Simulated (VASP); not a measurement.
Input of a VASP 6.6.1 run:

INCAR

```
ALGO = Normal
EDIFF = 1E-6
ENCUT = 520
GGA = PE
ISIF = 2
ISMEAR = -1
IVDW = 12
LASPH = True
LCHARG = False
LREAL = False
LWAVE = False
NBANDS = 16
NELM = 100
PREC = Accurate
SIGMA = 0.02
```

File KPOINTS:

```
k-points
0
Gamma
  6 6 6
```

The input POSCAR:

```
ZnSe
1.0
    0.0000000000      2.9754900000      2.5703401361
    2.9754900000      0.0000000000      2.5703401361
    2.9754900000      2.9754900000      0.0000000000
Zn Se
1 1
Direct
    0.0000000000      0.0000000000      0.0000000000
    0.2500000000      0.2500000000      0.2500000000
```

Potentials or basis: VASP PAW PBE potentials, release 64 (Zn, Se).

Run with:

```bash
$ cat potpaw_PBE.64/Zn/POTCAR potpaw_PBE.64/Se/POTCAR > POTCAR
$ mpirun -np 1 vasp_std > vasp.out
```

Task: What does it give for the band gap on the k mesh?

Result: 0.96 eV, direct.

Task: Estimate the dispersion energy per atom.

Result: -0.322 eV.

Task: What does it give for the pressure?

Result: -0.6 GPa.

Stress tensor (GPa, compression positive):
```
-1.85  0.00  0.00
 0.00 -1.85  0.00
 0.00  0.00  1.76
```

Caveat: three body term missing. A hybrid or GW would open this gap; PBE tends to underestimate it.
